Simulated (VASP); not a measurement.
## ZnSe: single point with PBE

The system is ZnSe.

```
CELL_PARAMETERS angstrom
0.00000 2.77577 2.77577
2.77577 0.00000 2.77577
2.77577 2.77577 0.00000
ATOMIC_POSITIONS crystal
Zn 0.00000 0.00000 0.00000
Se 0.25000 0.25000 0.25000
```

This cell differs from its parent crystal: strain -2.0%.

```yaml
Program: VASP 6.6.1
Task: single point
Functional: PBE
Potentials_or_basis: VASP PAW PBE potentials, release 64 (Zn, Se)
Cutoff: 520 eV
k_mesh: 8 × 8 × 8
Occupations: fermi-dirac, width 0.02 eV
Spin: no spin polarisation
Dipole_correction: no
Further_INCAR_settings: ALGO = Normal; EDIFF = 1e-07; NBANDS = 16
```

```yaml
Pressure: 7.1 GPa
Band_gap_on_the_k_mesh: 1.55 eV, direct
```

Levels at points of the mesh, in eV from the valence-band top:
| k point | band 5 | band 6 | band 7 | band 8 | band 9 | band 10 | band 11 | band 12 | band 13 | band 14 |
| --- | --- | --- | --- | --- | --- | --- | --- | --- | --- | --- |
| (0.00, 0.00, 0.00) | -6.36 | -6.36 | 0.00 | 0.00 | 0.00 | 1.55 | 5.77 | 5.77 | 5.77 | 10.17 |
| (0.50, 0.00, 0.00) | -6.34 | -6.18 | -5.64 | -0.96 | -0.96 | 2.65 | 6.36 | 6.36 | 8.73 | 11.29 |
| (0.50, 0.50, 0.00) | -6.31 | -6.16 | -5.03 | -2.42 | -2.42 | 2.83 | 3.44 | 11.21 | 11.68 | 11.68 |

Run time: 24 s on 1 thread of AMD EPYC 7R43 64-Core Processor (Zen 3) (shared host), peak memory 0.14 GiB.

Caveat: the cell differs from its parent crystal (strain -2.0%).
